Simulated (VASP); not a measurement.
A run of VASP 6.6.1 is set up as follows.

File INCAR:

```
SYSTEM = Re
PREC = Accurate
ENCUT = 520
EDIFF = 1E-7
ISMEAR = -1
SIGMA = 0.1
LREAL = .False.
LASPH = .True.
NELM = 100
ALGO = Normal
ISIF = 2
LWAVE = .False.
LCHARG = .False.
GGA = PS
NBANDS = 22
```

File KPOINTS:

```
Automatic mesh
0
Gamma
  15 15 4
  0 0 0
```

POSCAR

```
Re
1.0
    2.7526943619      0.0000000000      0.0000000000
   -1.3763471809      2.3839032463      0.0000000000
    0.0000000000      0.0000000000      8.8695871885
Re
4
Direct
    0.0000000000      1.0000000000      0.0000000000
    0.0000000000      1.0000000000      0.5000000000
    0.3333333333      0.6666666667      0.2500000000
    0.6666666667      0.3333333333      0.7500000000
```

Potentials or basis: VASP PAW PBE potentials, release 64 (Re).

Command:

```console
$ cat potpaw_PBE.64/Re/POTCAR > POTCAR
$ mpirun -np 1 vasp_std > vasp.out
```

Q: What does it give for the pressure?

A: 0.1 GPa.

Q: Predict the band gap on the k mesh.

A: Zero (bands 14 and 15 overlap by 2.63 eV).

Stress tensor (GPa, compression positive):
```
0.06 0.00 0.00
0.00 0.06 0.00
0.00 0.00 0.25
```

Caveat: the PAW data sets were made with another functional, which shifts forces and pressure a little; spin-orbit coupling is left out, which moves the levels of the heavy elements.
